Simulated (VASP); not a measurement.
# MgS (R-3m) in VASP: a series of runs

MgS is run at these levels: PBEsol; tasks: single point.

All numbers are computed with VASP 6.6.1; they aren't measurements. Logs are shortened: lines on timing, memory, paths and dates and some standing lists are left out, and cuts for length are marked.

## Step 1: The cell of the first run

Symmetry: R-3m, No. 166, trigonal system. The conventional cell has a = 3.884 Å, b = 3.884 Å, c = 8.087 Å, α = 90.00°, β = 90.00°, γ = 120.00°. Within 3.5 Å of Mg (site symmetry -3m) lie 6 S at 2.62 Å. Within 3.5 Å of S (site symmetry -3m) lie 6 Mg at 2.62 Å.

## Step 2: Single point, PBEsol

INCAR reads:

```
SYSTEM = MgS
ALGO = Normal
EDIFF = 1E-6
ENCUT = 520
GGA = PS
ISIF = 2
ISMEAR = 0
LASPH = .True.
LCHARG = .True.
LELF = .True.
LREAL = .False.
LVHAR = .True.
LWAVE = .False.
NBANDS = 11
NELM = 100
PREC = Accurate
SIGMA = 0.05
```

KPOINTS reads:

```
k-points
0
Gamma
  8 8 8
  0 0 0
```

POSCAR reads:

```
MgS
1.0
   -0.2746476550      2.4718288950      2.4718288950
    2.4718288950     -0.2746476550      2.4718288950
    2.4718288950      2.4718288950     -0.2746476550
Mg S
1 1
Direct
    0.0000000000      0.0000000000      0.0000000000
    0.5000000000      0.5000000000      0.5000000000
```

Potentials or basis: VASP PAW PBE potentials, release 64 (Mg, S).

Run with:

```sh
$ cat potpaw_PBE.64/Mg/POTCAR potpaw_PBE.64/S/POTCAR > POTCAR
$ mpirun -np 1 vasp_std > vasp.out
```

OUTCAR:

```text
SYSTEM = MgS
   EDIFF = 1E-6
   ENCUT = 520
   GGA = PS
   ISIF = 2
   ISMEAR = 0
   LASPH = .True.
   LREAL = .False.
   NELM = 100
   PREC = Accurate

 ion  position               nearest neighbor table
   1  0.000  0.000  0.000-   2 2.62   2 2.62   2 2.62   2 2.62   2 2.62   2 2.62
   2  0.500  0.500  0.500-   1 2.62   1 2.62   1 2.62   1 2.62   1 2.62   1 2.62

  LATTYP: Found a trigonal (rhomboedric) cell.
 ALAT       =     3.5064665272
 COS(alpha) =     0.3865030675

  Lattice vectors:

 A1 = (  -0.2746476550,   2.4718288950,   2.4718288950)
 A2 = (   2.4718288950,  -0.2746476550,   2.4718288950)
 A3 = (   2.4718288950,   2.4718288950,  -0.2746476550)

Analysis of symmetry for initial positions (statically):
=====================================================================
 Subroutine PRICEL returns:
 Original cell was already a primitive cell.

 Routine SETGRP: Setting up the symmetry group for a
 trigonal (rhombohedral) supercell.

 Subroutine GETGRP returns: Found 12 space group operations
 (whereof 12 operations were pure point group operations)
 out of a pool of 12 trial point group operations.

The static configuration has the point symmetry D_3d.

Analysis of symmetry for dynamics (positions and initial velocities):
=====================================================================
 Subroutine PRICEL returns:
 Original cell was already a primitive cell.

 Routine SETGRP: Setting up the symmetry group for a
 trigonal (rhombohedral) supercell.

 Subroutine GETGRP returns: Found 12 space group operations
 (whereof 12 operations were pure point group operations)
 out of a pool of 12 trial point group operations.

The dynamic configuration has the point symmetry D_3d.

 Subroutine INISYM returns: Found 12 space group operations
 (whereof 12 operations are pure point group operations),
 and found     1 'primitive' translations

----------------------------------------------------------------------------------------

                                     Primitive cell

  volume of cell :      35.2190

  direct lattice vectors                    reciprocal lattice vectors
    -0.274647655  2.471828895  2.471828895    -0.171342528  0.192760344  0.192760344
     2.471828895 -0.274647655  2.471828895     0.192760344 -0.171342528  0.192760344
     2.471828895  2.471828895 -0.274647655     0.192760344  0.192760344 -0.171342528

  length of vectors
     3.506466527  3.506466527  3.506466527     0.321980376  0.321980376  0.321980376

  position of ions in fractional coordinates (direct lattice)
     0.000000000  0.000000000  0.000000000
[... 89 lines left out ...]
   NELECT =       8.0000    total number of electrons
   NUPDOWN=      -1.0000    fix difference up-down
   EMIN   =  10.00;   EMAX   =-10.00  energy-range for DOS
   EFERMI =   0.00;   METHOD = LEGACY
   ISMEAR =     0;   SIGMA  =   0.05  broadening in eV -4-tet -1-fermi 0-gaus
   EFERMI_NEDOS =   21; number of points for ismear=-14 and -15
   IALGO  =     38    algorithm
   IMIX   =      4    mixing-type and parameters
     AMIX     =   0.40;   BMIX     =  1.00
     AMIX_MAG =   1.60;   BMIX_MAG =  1.00
  volume/ion in A,a.u.               =      17.61       118.83
  Fermi-wavevector in a.u.,A,eV,Ry     =   0.998878  1.887606 13.575323  0.997758
  Thomas-Fermi vector in A             =   2.131131
   LORBIT       =      0    0 simple, 1 ext, 2 COOP (PROOUT), +10 PAW based schemes
   GGA     = PS    functional components
   LHFCALC =     F    Hartree Fock is set to
   AEXX    =    0.0000 exact exchange contribution
   IVDW    =     0    specifies the selected vdW correction
   LEPSILON=     F    determine dielectric tensor
   LRPA    =     F    only Hartree local field effects (RPA)
 non-spin polarized calculation
 Gauss-broadening in eV      SIGMA  =   0.05
  energy-cutoff  :      520.00
  volume of cell :       35.22
 maximum number of plane-waves:       970
 NGX is ok and might be reduce to    28

 number of electron       8.0000000 magnetization

 Free energy of the ion-electron system (eV)
  ---------------------------------------------------
  ext. energy  EPLUGINS =         0.00000000
  ---------------------------------------------------
  free energy    TOTEN  =        -8.89367391 eV

  energy without entropy =       -8.89367391  energy(sigma->0) =       -8.89367391

 E-fermi :   4.7588     XC(G=0):  -9.8443

 val. band max:        4.5043353436   @ k =   0.0000   0.0000   0.0000
 cond. band min:       6.0486940010   @ k =   0.5000   0.5000   0.0000
 fundamental gap:      1.5443586574
 Fermi energy:         4.7587757883

 k-point     1 :       0.0000    0.0000    0.0000
  band No.  band energies     occupation
      1      -8.9583      2.00000
      2       3.3556      2.00000
      3       3.3556      2.00000
      4       4.5043      2.00000
      5       6.9376      0.00000
      6      10.7201      0.00000
      7      10.7201      0.00000
      8      14.0592      0.00000
      9      14.2735      0.00000
     10      14.2735      0.00000
     11      15.5427      0.00000
[... 309 lines left out ...]
 k-point    24 :       0.3750    0.1250    0.1250
  band No.  band energies     occupation
      1      -8.0686      2.00000
      2       0.0527      2.00000
      3       3.1966      2.00000
      4       3.2212      2.00000
      5       9.1315      0.00000
      6      10.7227      0.00000
      7      10.9878      0.00000
      8      11.6689      0.00000
      9      12.4308      0.00000
     10      17.2367      0.00000
     11      17.7365      0.00000

 [... further k-points ...]

------------------------ aborting loop because EDIFF is reached ----------------------------------------

  FORCE on cell =-STRESS in cart. coord.  units (eV):
  Direction    XX          YY          ZZ          XY          YZ          ZX
  --------------------------------------------------------------------------------------
  -------------------------------------------------------------------------------------
  Total       -0.2511601     -0.2511601     -0.2511601      1.0162271      1.0162271      1.0162271
  in kB      -11.4257467    -11.4257467    -11.4257467     46.2300892     46.2300892     46.2300892
  external PRESSURE =     -11.4257467 kB  Pullay stress =       0.0000000 kB

 VOLUME and BASIS-vectors are now :
 -----------------------------------------------------------------------------
  energy-cutoff  :      520.00
  volume of cell :       35.22
      direct lattice vectors                 reciprocal lattice vectors
    -0.274647655  2.471828895  2.471828895    -0.171342528  0.192760344  0.192760344
     2.471828895 -0.274647655  2.471828895     0.192760344 -0.171342528  0.192760344
     2.471828895  2.471828895 -0.274647655     0.192760344  0.192760344 -0.171342528

 POSITION                                       TOTAL-FORCE (eV/Angst)
 -----------------------------------------------------------------------------------
      0.00000      0.00000      0.00000        -0.000000      0.000000     -0.000000
      2.33451      2.33451      2.33451         0.000000     -0.000000      0.000000
 -----------------------------------------------------------------------------------
    total drift:                                0.000000      0.000000      0.000000

  FREE ENERGIE OF THE ION-ELECTRON SYSTEM (eV)
  ---------------------------------------------------
  free  energy   TOTEN  =        -8.8936739093 eV

  energy  without entropy=       -8.8936739093  energy(sigma->0) =       -8.89367391
```

stdout:

```text
POSCAR found type information on POSCAR MgS
 POSCAR found :  2 types and       2 ions
 scaLAPACK will be used
 -----------------------------------------------------------------------------
|                                                                             |
|                                                                             |
|     You enforced a specific xc type in the INCAR file but a different       |
|     I HOPE YOU KNOW WHAT YOU ARE DOING!                                     |
|                                                                             |
 -----------------------------------------------------------------------------

 LDA part: xc-table for (Slater+PW92), standard interpolation
 POSCAR, INCAR and KPOINTS ok, starting setup
 FFT: planning ... GRIDC
 FFT: planning ... GRID_SOFT
 FFT: planning ... GRID
 WAVECAR not read
 entering main loop
```

It took 12 s on 1 thread of AMD EPYC 9R45 (Zen 5), shared host; peak memory 0.14 GiB.

What came out:

```yaml
Free_energy: -8.8937 eV
Pressure: -1.1 GPa
Band_gap_on_the_k_mesh: 1.54 eV, indirect (least direct gap 2.43 eV)
```

Levels at points of the mesh, in eV from the valence-band top:
```
           k point  band 1  band 2  band 3  band 4  band 5  band 6  band 7  band 8  band 9
(0.00, 0.00, 0.00)  -13.46   -1.15   -1.15    0.00    2.43    6.22    6.22    9.55    9.77
(0.50, 0.00, 0.00)  -12.24   -5.85   -1.40   -0.71    3.78    5.87    7.64    8.94   11.06
(0.50, 0.50, 0.00)  -11.70   -5.02   -3.13   -1.69    1.54    3.95   10.06   11.54   11.87
(0.50, 0.50, 0.50)  -11.66   -5.13   -2.04   -2.04    2.59    4.84    4.84    8.46   12.00
```

Caveat: the PAW data sets were made with another functional, which shifts forces and pressure a little. A k mesh can miss the band edges.

## Step 3: Single point, PBEsol

This run uses another cell than the first one, of the same volume but with other edges.

INCAR reads:

```
SYSTEM = MgS
  ALGO = Normal
  EDIFF = 1E-7
  ENCUT = 520
  GGA = PS
  ISIF = 2
  ISMEAR = 0
  LASPH = .TRUE.
  LCHARG = .FALSE.
  LREAL = .FALSE.
  LWAVE = .FALSE.
  NBANDS = 11
  NELM = 80
  PREC = Accurate
  SIGMA = 0.05
```

KPOINTS reads:

```
k-points
0
G
  8 8 8
  0 0 0
```

POSCAR reads:

```
MgS
1.0
    0.3264328513      2.7746792358      2.7746792358
    2.7746792358      0.3264328513      2.7746792358
    2.7746792358      2.7746792358      0.3264328513
Mg S
1 1
Direct
    0.0000000000      0.0000000000      0.0000000000
    0.5000000000      0.5000000000      0.5000000000
```

Potentials or basis: VASP PAW PBE potentials, release 64 (Mg, S).

Run with:

```sh
$ cat potpaw_PBE.64/Mg/POTCAR potpaw_PBE.64/S/POTCAR > POTCAR
$ mpirun -np 1 vasp_std > vasp.out
```

OUTCAR:

```text
SYSTEM = MgS
   EDIFF = 1E-7
   ENCUT = 520
   GGA = PS
   ISIF = 2
   ISMEAR = 0
   LASPH = .TRUE.
   LREAL = .FALSE.
   NELM = 80
   PREC = Accurate

 ion  position               nearest neighbor table
   1  0.000  0.000  0.000-   2 2.62   2 2.62   2 2.62   2 2.62   2 2.62   2 2.62
   2  0.500  0.500  0.500-   1 2.62   1 2.62   1 2.62   1 2.62   1 2.62   1 2.62

  LATTYP: Found a trigonal (rhomboedric) cell.
 ALAT       =     3.9375434130
 COS(alpha) =     0.6134020619

  Lattice vectors:
[... 524 lines left out ...]

------------------------ aborting loop because EDIFF is reached ----------------------------------------

  FORCE on cell =-STRESS in cart. coord.  units (eV):
  Direction    XX          YY          ZZ          XY          YZ          ZX
  --------------------------------------------------------------------------------------
  -------------------------------------------------------------------------------------
  Total       -0.2186365     -0.2186365     -0.2186365     -1.7365541     -1.7365541     -1.7365541
  in kB       -9.9461895     -9.9461895     -9.9461895    -78.9991284    -78.9991284    -78.9991284
  external PRESSURE =      -9.9461895 kB  Pullay stress =       0.0000000 kB

 VOLUME and BASIS-vectors are now :
 -----------------------------------------------------------------------------
  energy-cutoff  :      520.00
  volume of cell :       35.22
      direct lattice vectors                 reciprocal lattice vectors
     0.326432851  2.774679236  2.774679236    -0.215573801  0.192881822  0.192881822
     2.774679236  0.326432851  2.774679236     0.192881822 -0.215573801  0.192881822
     2.774679236  2.774679236  0.326432851     0.192881822  0.192881822 -0.215573801

 POSITION                                       TOTAL-FORCE (eV/Angst)
 -----------------------------------------------------------------------------------
      0.00000      0.00000      0.00000         0.000000     -0.000000      0.000000
      2.93790      2.93790      2.93790        -0.000000      0.000000     -0.000000
 -----------------------------------------------------------------------------------
    total drift:                               -0.000000     -0.000000      0.000000

  FREE ENERGIE OF THE ION-ELECTRON SYSTEM (eV)
  ---------------------------------------------------
  free  energy   TOTEN  =        -8.7754213414 eV

  energy  without entropy=       -8.7754213414  energy(sigma->0) =       -8.77542134
```

stdout:

```text
POSCAR found type information on POSCAR MgS
 POSCAR found :  2 types and       2 ions
 scaLAPACK will be used
 -----------------------------------------------------------------------------
|                                                                             |
|                                                                             |
|     You enforced a specific xc type in the INCAR file but a different       |
|     I HOPE YOU KNOW WHAT YOU ARE DOING!                                     |
|                                                                             |
 -----------------------------------------------------------------------------

 LDA part: xc-table for (Slater+PW92), standard interpolation
 POSCAR, INCAR and KPOINTS ok, starting setup
 FFT: planning ... GRIDC
 FFT: planning ... GRID_SOFT
 FFT: planning ... GRID
 WAVECAR not read
 entering main loop
```

Run time: 15 s. Hardware: 1 thread of AMD EPYC 9R45 (Zen 5), shared host; peak memory 0.15 GiB.

Results:

```
Free energy            : -8.7754 eV
Pressure               : -1.0 GPa
Band gap on the k mesh : 1.56 eV, indirect (least direct gap 1.86 eV)
```

Levels at points of the mesh, in eV from the valence-band top:
```
           k point  band 1  band 2  band 3  band 4  band 5  band 6  band 7  band 8
(0.00, 0.00, 0.00)  -13.40   -1.96    0.00    0.00    1.86    6.38    8.24    8.24
(0.50, 0.00, 0.00)  -11.85   -5.41   -2.00   -0.95    2.82    5.53    6.54    8.80
(0.50, 0.50, 0.00)  -11.61   -4.96   -3.06   -1.58    1.56    4.04    9.55   11.61
(0.50, 0.50, 0.50)  -12.49   -6.20   -0.36   -0.36    5.06    7.60    7.60    8.56
```

Caveat: the PAW data sets were made with another functional, which shifts forces and pressure a little.

## Step 4: Single point, PBEsol

This run uses another cell than the first one, of the same volume but with other edges.

INCAR reads:

```
PREC = Accurate
ENCUT = 520
EDIFF = 1E-6
ISMEAR = 0
SIGMA = 0.05
LREAL = False
LASPH = True
NELM = 80
ALGO = Normal
ISIF = 2
LWAVE = False
LCHARG = False
GGA = PS
NBANDS = 11
```

KPOINTS reads:

```
Automatic mesh
0
Gamma
  8 8 8
```

POSCAR reads:

```
MgS
1.0
    1.0172772784      3.1971571608      3.1971571608
    3.1971571608      1.0172772784      3.1971571608
    3.1971571608      3.1971571608      1.0172772784
Mg S
1 1
Direct
    0.0000000000      0.0000000000      0.0000000000
    0.5000000000      0.5000000000      0.5000000000
```

Run with:

```sh
$ cat potpaw_PBE.64/Mg/POTCAR potpaw_PBE.64/S/POTCAR > POTCAR
$ mpirun -np 1 vasp_std > vasp.out
```

Run time: 23 s. Hardware: 1 thread of AMD EPYC 9R45 (Zen 5), shared host; peak memory 0.18 GiB.

Results (log left out):

| Property | Result |
| --- | --- |
| Free energy | -6.6900 eV |
| Pressure | 1.0 GPa |
| Band gap on the k mesh | zero (band 4 reaches 6.52 eV, above the bottom of band 5 at 4.92 eV) |

Stress tensor (GPa, compression positive):
```
  0.96 -12.61 -12.61
-12.61   0.96 -12.61
-12.61 -12.61   0.96
```

Levels at points of the mesh, in eV from the Fermi level:
| k point | band 2 | band 3 | band 4 | band 5 | band 6 | band 7 |
| --- | --- | --- | --- | --- | --- | --- |
| (0.00, 0.00, 0.00) | -5.00 | -3.05 | 1.02 | 1.02 | 8.02 | 10.06 |
| (0.50, 0.00, 0.00) | -6.02 | -3.40 | -0.57 | -0.04 | 4.21 | 4.56 |
| (0.50, 0.50, 0.00) | -5.79 | -4.24 | -0.70 | -0.13 | 4.31 | 5.15 |
| (0.50, 0.50, 0.50) | -7.86 | 0.93 | 0.93 | 2.91 | 6.14 | 8.02 |

Caveat: the PAW data sets were made with another functional, which shifts forces and pressure a little.

## Step 5: Overview

```csv
cell,gap on the mesh (eV),pressure (GPa)
"a = 3.506 Å, angles 67.3°, 2 atoms",1.54,-1.1
"a = 3.938 Å, angles 52.2°, 2 atoms",1.56,-1.0
"a = 4.634 Å, angles 38.9°, 2 atoms",none,1.0
```

Alike in all rows: task single point; level PBEsol; potentials or basis VASP PAW PBE potentials, release 64 (Mg, S); no spin polarisation; k mesh 8 × 8 × 8; cutoff (eV) 520; smearing gaussian 0.05 eV.

Caveats: the PAW data sets were made with another functional, which shifts forces and pressure a little.

Total energies depend on the potentials used, so only differences within one code and one set of settings carry meaning.
